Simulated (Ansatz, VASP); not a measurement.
## MgO in VASP and in Ansatz

The input INCAR:

```
SYSTEM = MgO
PREC = Accurate
ENCUT = 750
EDIFF = 1E-6
ISMEAR = 0
SIGMA = 0.01
LREAL = .False.
LASPH = .True.
NELM = 120
ALGO = Normal
ISIF = 2
LWAVE = .False.
LCHARG = .False.
NBANDS = 15
GGA_COMPAT = .False.
```

Contents of KPOINTS:

```
regular mesh
0
Gamma
  10 10 10
  0 0 0
```

POSCAR

```
MgO
1.0
    0.0000000000      2.1021674168      2.1021674168
    2.1021674168      0.0000000000      2.1021674168
    2.1021674168      2.1021674168      0.0000000000
Mg O
1 1
Direct
    0.0000000000      0.0000000000      0.0000000000
    0.5000000000      0.5000000000      0.5000000000
```

Input for Ansatz:

```yaml
crystal:
  lattice:
    - [0.0, 2.1021674168, 2.1021674168]
    - [2.1021674168, 0.0, 2.1021674168]
    - [2.1021674168, 2.1021674168, 0.0]
  atoms:
    - { symbol: Mg, position: [0.0, 0.0, 0.0] }
    - { symbol: O, position: [0.5, 0.5, 0.5] }
kpoints:
  mp_grid: { grid: [10, 10, 10] }
  band_path:
    path:
      - [0.0, 0.0, 0.0]
      - [0.5, 0.0, 0.5]
      - [0.625, 0.25, 0.625]
      - [0.375, 0.375, 0.75]
      - [0.5, 0.5, 0.5]
      - [0.5, 0.25, 0.75]
    npoints: 1
hamiltonian:
  xc: lda
scf:
  occupations: { method: fixed }
  n_extra_bands: 4
output:
  forces: true
  stress: true
  eigenvalues: true
  write_density: true
  write_potential: true
  elf: true
  volumetric_format: npy
```

Alike in both runs: task single point; functional LDA; k mesh 10 × 10 × 10; no spin polarisation.

|  | VASP | Ansatz |
| --- | --- | --- |
| version | VASP 6.6.1 | Ansatz 0.2.0 |
| potentials or method | VASP PAW LDA potentials, release 64 (Mg_sv, O) | plane waves, PAW |
| plane-wave cutoff (eV) | 750 | 420 |
| occupations | gaussian, width 0.01 eV | fixed |
| valence electrons in the cell | 16 | 16 |

Ansatz gave:

| Property | Result |
| --- | --- |
| gap on the k mesh at the Fermi level (eV) | 4.71 |
| pressure (GPa) | -5.2 |

**Question.** Which values does VASP return?

**Answer.** gap on the k mesh at the Fermi level (eV): 4.72; pressure (GPa): -5.3.

LDA's correlation is that of Perdew and Zunger in VASP and of Perdew and Wang (1992) in Ansatz.
